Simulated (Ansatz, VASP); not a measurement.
Rb2Re: VASP beside Ansatz

```
Rb Re
1.0
     6.20825    0.00000    0.00000
    -3.10412    5.37650    0.00000
     0.00000    0.00000    2.84839
Rb Re
2 1
Direct
  0.33333 0.66667 0.50000
  0.66667 0.33333 0.50000
  0.00000 0.00000 0.00000
```

Alike in both runs: functional PBE; k mesh 3 × 3 × 6; occupations gaussian, width 0.1 eV; no spin polarisation.

Ansatz relaxed the structure, and its values are those at the end. VASP's run is a single point on that final structure, the one shown.

|  | VASP | Ansatz |
| --- | --- | --- |
| version | VASP 6.6.1 | Ansatz 0.2.0 |
| potentials or method | VASP PAW PBE potentials, release 64 (Rb_sv, Re_sv_GW), cutoff 560 eV | scalar-relativistic, plane waves, PAW |
| valence electrons in the cell | 33 | 33 |

|  | VASP | Ansatz | Ansatz less VASP |
| --- | --- | --- | --- |
| gap on the k mesh at the Fermi level (eV) | none | none | - |
| pressure (GPa) | -0.1 | 0.0 | +0.10 |

A gap of «none» marks a metal or a gap that the smearing closes.

The k mesh is coarse, so the values compare programs but aren't converged. Neither program's run includes spin-orbit coupling.
